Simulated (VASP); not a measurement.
# ZrH (P4_2/mmc) in VASP: further runs, part 2 of 2

VASP 6.6.1. Earlier steps stand in the parts before.

## Step 3: Relaxation of cell and atoms, LDA

This run uses another cell than the first one, of 13.01 Å³/atom.

INCAR

```
PREC = Accurate
ENCUT = 600
EDIFF = 1E-6
ISMEAR = -1
SIGMA = 0.1
LREAL = False
LASPH = True
NELM = 60
ALGO = Normal
ISIF = 3
LWAVE = False
LCHARG = False
GGA = CA
IBRION = 2
NSW = 60
EDIFFG = -0.02
```

KPOINTS

```
regular mesh
0
Gamma
  8 8 5
```

POSCAR

```
ZrH
1.0
    3.2427920000      0.0000000000      0.0000000000
    0.0000000000      3.2427920000      0.0000000000
    0.0000000000      0.0000000000      4.9480000000
Zr H
2 2
Direct
    0.0000000000      0.5000000000      0.0000000000
    0.5000000000      0.0000000000      0.5000000000
    0.0000000000      0.0000000000      0.7500000000
    0.0000000000      0.0000000000      0.2500000000
```

Potentials or basis: VASP PAW LDA potentials, release 64 (Zr_sv, H).

Run with:

```
$ cat potpaw_LDA.64/Zr_sv/POTCAR potpaw_LDA.64/H/POTCAR > POTCAR
$ mpirun -np 1 vasp_std > vasp.out
```

OUTCAR:

```text
PREC = Accurate
   ENCUT = 600
   EDIFF = 1E-6
   ISMEAR = -1
   LREAL = False
   LASPH = True
   NELM = 60
   ISIF = 3
   GGA = CA
   IBRION = 2
   NSW = 60
   EDIFFG = -0.02

 ion  position               nearest neighbor table
   1  0.000  0.500  0.000-   3 2.04   4 2.04   3 2.04   4 2.04   2 3.37   2 3.37   2 3.37   2 3.37
                             2 3.37   2 3.37   2 3.37   2 3.37
   2  0.500  0.000  0.500-   3 2.04   4 2.04   3 2.04   4 2.04   1 3.37   1 3.37   1 3.37   1 3.37
                             1 3.37   1 3.37   1 3.37   1 3.37
   3  0.000  0.000  0.750-   1 2.04   2 2.04   1 2.04   2 2.04
   4  0.000  0.000  0.250-   1 2.04   2 2.04   1 2.04   2 2.04

  LATTYP: Found a simple tetragonal cell.
 ALAT       =     3.2427920000
 C/A-ratio  =     1.5258456293

  Lattice vectors:

 A1 = (   3.2427920000,   0.0000000000,   0.0000000000)
 A2 = (   0.0000000000,   3.2427920000,   0.0000000000)
 A3 = (   0.0000000000,   0.0000000000,   4.9480000000)

Analysis of symmetry for initial positions (statically):
=====================================================================
 Subroutine PRICEL returns:
 Original cell was already a primitive cell.

 Routine SETGRP: Setting up the symmetry group for a
[... 182 lines left out ...]
  -------------------------------------------------------------------------------------
  Total       -1.6608744     -1.6608744     -1.2885080     -0.0000000      0.0000000      0.0000000
  in kB      -51.1422118    -51.1422118    -39.6761783     -0.0000000      0.0000000      0.0000000
  external PRESSURE =     -47.3202007 kB  Pullay stress =       0.0000000 kB
[... 139 lines left out ...]
--------------------------------------- Ionic step        5  -------------------------------------------

 number of electron      26.0000002 magnetization

 Free energy of the ion-electron system (eV)
  ---------------------------------------------------
  ext. energy  EPLUGINS =         0.00000000
  ---------------------------------------------------
  free energy    TOTEN  =       -27.57066548 eV

  energy without entropy =      -27.49364450  energy(sigma->0) =      -27.53215499

 E-fermi :   8.4575     XC(G=0): -11.4369

 val. band max:        8.4211544588   @ k =   0.1250   0.1250   0.2000
 cond. band min:       8.5385472168   @ k =   0.2500   0.0000   0.4000
 fundamental gap:      0.1173927579
 Fermi energy:         8.4575362013

 k-point     1 :       0.0000    0.0000    0.0000
  band No.  band energies     occupation
      1     -40.0534      2.00000
      2     -39.9285      2.00000
      3     -18.6569      2.00000
      4     -18.0323      2.00000
      5     -18.0323      2.00000
      6     -17.8513      2.00000
[... 457 lines left out ...]
      4     -18.4704      2.00000
      5     -18.1264      2.00000
      6     -18.0764      2.00000
[... 9 lines left out ...]
     16      10.2031      0.00000
     17      11.8765      0.00000

 [... further k-points ...]

------------------------ aborting loop because EDIFF is reached ----------------------------------------

  FORCE on cell =-STRESS in cart. coord.  units (eV):
  Direction    XX          YY          ZZ          XY          YZ          ZX
  --------------------------------------------------------------------------------------
  -------------------------------------------------------------------------------------
  Total       -0.0175160     -0.0175160      0.0475821      0.0000000      0.0000000      0.0000000
  in kB       -0.5621209     -0.5621209      1.5269977      0.0000000      0.0000000      0.0000000
  external PRESSURE =       0.1342519 kB  Pullay stress =       0.0000000 kB
[... 19 lines left out ...]
  FREE ENERGIE OF THE ION-ELECTRON SYSTEM (eV)
  ---------------------------------------------------
  free  energy   TOTEN  =       -27.5706654826 eV

  energy  without entropy=      -27.4936444986  energy(sigma->0) =      -27.53215499

 reached required accuracy - stopping structural energy minimisation
```

OSZICAR:

```text
N       E                     dE             d eps       ncg     rms          rms(c)
DAV:   1     0.242964990127E+03    0.24296E+03   -0.15535E+04  1530   0.167E+03
DAV:   2    -0.113743582486E+02   -0.25434E+03   -0.25144E+03  1824   0.437E+02
DAV:   3    -0.291094313270E+02   -0.17735E+02   -0.17575E+02  2804   0.899E+01
[... 40 lines left out ...]
DAV:   2    -0.275761864642E+02    0.16118E-01   -0.36813E-02  1598   0.160E+00    0.434E-01
DAV:   3    -0.275706513398E+02    0.55351E-02   -0.17695E-02  1954   0.103E+00    0.666E-02
DAV:   4    -0.275706641727E+02   -0.12833E-04   -0.34717E-04  1760   0.179E-01    0.327E-02
DAV:   5    -0.275706655279E+02   -0.13552E-05   -0.17853E-05  1998   0.348E-02    0.573E-03
DAV:   6    -0.275706654826E+02    0.45298E-07   -0.97282E-07  1149   0.993E-03
   5 F= -.27570665E+02 E0= -.27532155E+02  d E =-.366092E-02
```

It took 3.6 min on 1 thread of Intel Xeon 8259CL, shared host; peak memory 0.19 GiB.

Results:

| Quantity | Value |
| --- | --- |
| Free energy | -27.5707 eV |
| Relaxed volume | 12.48 Å³/atom |
| Relaxed cell | a = 3.173 Å, b = 3.173 Å, c = 4.959 Å, α = 90.00°, β = 90.00°, γ = 90.00° |
| Space group after relaxing (to 0.1 Å) | P4_2/mmc (No. 131) |
| Energy gained by relaxing | 8.9 meV/atom |
| Ionic steps | 5 |
| Pressure after relaxing | 0.0 GPa |
| Band gap on the k mesh | zero (bands 13 and 14 overlap by 0.64 eV) |

The path:
| step | energy change (eV) | largest force (eV/Å) | pressure (GPa) | volume (Å³) |
| --- | --- | --- | --- | --- |
| 1 | 0.0000 | 0.0000 | -4.73 | 52.03 |
| 2 | -0.0269 | 0.0000 | 2.15 | 49.19 |
| 3 | -0.0318 | 0.0000 | 0.09 | 49.97 |
| 4 | -0.0333 | 0.0000 | 0.07 | 49.96 |
| 5 | -0.0355 | 0.0000 | 0.01 | 49.92 |

Final structure:
```
Zr H
1.0
     3.17300    0.00000    0.00000
     0.00000    3.17300    0.00000
     0.00000    0.00000    4.95878
Zr H
2 2
Direct
  0.00000 0.50000 0.00000
  0.50000 0.00000 0.50000
  0.00000 0.00000 0.75000
  0.00000 0.00000 0.25000
```

Levels at points of the mesh, in eV from the Fermi level:
```tsv
k point	band 9	band 10	band 11	band 12	band 13	band 14	band 15	band 16	band 17
(0.00, 0.00, 0.00)	-8.55	-3.41	-3.13	-2.92	-0.09	0.77	0.77	2.16	3.66
(0.50, 0.00, 0.00)	-6.32	-5.52	-1.85	-0.83	-0.58	-0.28	1.78	2.04	2.42
(0.50, 0.50, 0.00)	-6.86	-3.62	-3.04	-3.04	-1.96	3.24	4.02	4.48	4.48
```

LDA usually gives volumes a few per cent too small. Zero-point motion and thermal expansion aren't in these numbers.
